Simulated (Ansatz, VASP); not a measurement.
Two plane-wave programs on SbPt

```
Pt Sb
1.0
     3.81785    0.00000    0.00000
    -1.90893    3.30636    0.00000
     0.00000    0.00000   19.59765
Pt Sb
6 6
Direct
  0.00000 0.00000 0.00000
  0.33333 0.66667 0.16680
  0.66667 0.33333 0.33320
  0.00000 0.00000 0.50000
  0.66667 0.33333 0.66680
  0.33333 0.66667 0.83320
  0.66667 0.33333 0.08554
  0.00000 0.00000 0.25000
  0.33333 0.66667 0.41446
  0.33333 0.66667 0.58554
  0.00000 0.00000 0.75000
  0.66667 0.33333 0.91446
```

Alike in both runs: functional PBEsol; k mesh 12 × 12 × 2; occupations gaussian, width 0.1 eV; no spin polarisation.

Ansatz relaxed the structure, and its values are those at the end. VASP's run is a single point on that final structure, the one shown.

```csv
,VASP,Ansatz
version,VASP 6.6.1,Ansatz 0.2.0
potentials or method,"VASP PAW PBE potentials, release 64 (Pt, Sb), cutoff 520 eV","scalar-relativistic, plane waves, PAW"
valence electrons in the cell,90,198
```

Ansatz gave:

| Property | Result |
| --- | --- |
| gap on the k mesh at the Fermi level (eV) | none |
| pressure (GPa) | 0.0 |

**Question.** What did VASP give for the same quantities?

**Answer.** gap on the k mesh at the Fermi level (eV): none; pressure (GPa): -0.2.

VASP's potentials were made for PBE, not for PBEsol. A gap of «none» marks a metal or a gap that the smearing closes. With one functional, cell and mesh, what is left measures potentials, basis and numerics. VASP's potentials hold 90 valence electrons a cell and Ansatz's 198, so a difference there can come from the potentials and not from the codes.

Neither program's run includes spin-orbit coupling.
